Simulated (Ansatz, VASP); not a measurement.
## Two plane-wave programs on CaInC6N6

INCAR

```
SYSTEM = CaInC6N6
PREC = Accurate
ENCUT = 520
EDIFF = 1E-6
ISMEAR = 0
SIGMA = 0.1
LREAL = .FALSE.
LASPH = .TRUE.
NELM = 60
ALGO = Normal
ISIF = 2
LWAVE = .FALSE.
LCHARG = .FALSE.
GGA = PE
NBANDS = 52
```

KPOINTS

```
regular mesh
0
G
  4 4 4
  0 0 0
```

File POSCAR:

```
CaInC6N6
1.0
    0.0000000000      5.3810000000      5.3810000000
    5.3810000000      0.0000000000      5.3810000000
    5.3810000000      5.3810000000      0.0000000000
Ca In C N
1 1 6 6
Direct
    0.5000000000      0.5000000000      0.5000000000
    0.0000000000      0.0000000000      0.0000000000
    0.8140680200      0.1859319800      0.1859319800
    0.1859319800      0.8140680200      0.1859319800
    0.1859319800      0.1859319800      0.8140680200
    0.1859319800      0.8140680200      0.8140680200
    0.8140680200      0.1859319800      0.8140680200
    0.8140680200      0.8140680200      0.1859319800
    0.7053521700      0.2946478300      0.2946478300
    0.2946478300      0.7053521700      0.2946478300
    0.2946478300      0.2946478300      0.7053521700
    0.2946478300      0.7053521700      0.7053521700
    0.7053521700      0.2946478300      0.7053521700
    0.7053521700      0.7053521700      0.2946478300
```

Input for Ansatz:

```yaml
crystal:
  lattice:
    - [0.0, 5.381, 5.381]
    - [5.381, 0.0, 5.381]
    - [5.381, 5.381, 0.0]
  atoms:
    - { symbol: Ca, position: [0.5, 0.5, 0.5] }
    - { symbol: In, position: [0.0, 0.0, 0.0] }
    - { symbol: C, position: [0.81406802, 0.18593198, 0.18593198] }
    - { symbol: C, position: [0.18593198, 0.81406802, 0.18593198] }
    - { symbol: C, position: [0.18593198, 0.18593198, 0.81406802] }
    - { symbol: C, position: [0.18593198, 0.81406802, 0.81406802] }
    - { symbol: C, position: [0.81406802, 0.18593198, 0.81406802] }
    - { symbol: C, position: [0.81406802, 0.81406802, 0.18593198] }
    - { symbol: "N", position: [0.70535217, 0.29464783, 0.29464783] }
    - { symbol: "N", position: [0.29464783, 0.70535217, 0.29464783] }
    - { symbol: "N", position: [0.29464783, 0.29464783, 0.70535217] }
    - { symbol: "N", position: [0.29464783, 0.70535217, 0.70535217] }
    - { symbol: "N", position: [0.70535217, 0.29464783, 0.70535217] }
    - { symbol: "N", position: [0.70535217, 0.70535217, 0.29464783] }
basis:
  ecutwfc: 420
kpoints:
  mp_grid: { grid: [4, 4, 4] }
hamiltonian:
  xc: pbe
scf:
  occupations: { method: gaussian, width: 0.1 }
  lower_state_search: "off"
output:
  forces: true
  stress: true
  eigenvalues: true
```

Alike in both runs: task single point; functional PBE; k mesh 4 × 4 × 4; occupations gaussian, width 0.1 eV; no spin polarisation.

|  | VASP | Ansatz |
| --- | --- | --- |
| version | VASP 6.6.1 | Ansatz 0.2.0 |
| potentials or method | VASP PAW PBE potentials, release 64 (Ca_sv, In_d, C, N), cutoff 520 eV | scalar-relativistic, plane waves, PAW |
| valence electrons in the cell | 77 | 77 |

```csv
,VASP,Ansatz,Ansatz less VASP
gap on the k mesh at the Fermi level (eV),none,none,-
pressure (GPa),14.2,13.7,-0.41
rms of the force components (eV/Å),2.032,2.229,+0.1972
```

Atom by atom the forces differ by 0.205 eV/Å (rms over components). A gap of «none» marks a metal or a gap that the smearing closes.

Noted on VASP's run: the standard files for N, O and F lose accuracy on very short bonds.
